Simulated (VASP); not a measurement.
Input of a VASP 6.6.1 run:

File INCAR:

```
SYSTEM = LiBr
PREC = Accurate ; ENCUT = 750
EDIFF = 1E-6 ; ISMEAR = 0
SIGMA = 0.02 ; LREAL = .False.
LASPH = .True. ; NELM = 120
ALGO = Normal ; ISIF = 2
LWAVE = .False. ; LCHARG = .False.
GGA = PE ; IVDW = 12
NBANDS = 12 ; GGA_COMPAT = .False.
```

KPOINTS

```
Automatic mesh
0
Gamma
  8 8 8
  0 0 0
```

The input POSCAR:

```
LiBr
1.0
    0.0000000000      2.6888684396      2.6888684396
    2.6888684396      0.0000000000      2.6888684396
    2.6888684396      2.6888684396      0.0000000000
Li Br
1 1
Direct
    0.0000000000      0.0000000000      0.0000000000
    0.5000000000      0.5000000000      0.5000000000
```

Potentials or basis: VASP PAW PBE potentials, release 64 (Li_sv, Br).

Command:

```sh
$ cat potpaw_PBE.64/Li_sv/POTCAR potpaw_PBE.64/Br/POTCAR > POTCAR
$ mpirun -np 1 vasp_std > vasp.out
```

Problem. Predict the band gap on the k mesh.

Solution. 5.26 eV.

Problem. Estimate the dispersion energy per atom.

Solution. -0.258 eV.

A k mesh can miss the band edges. PBE gaps usually lie below the measured ones, often by a third to a half.
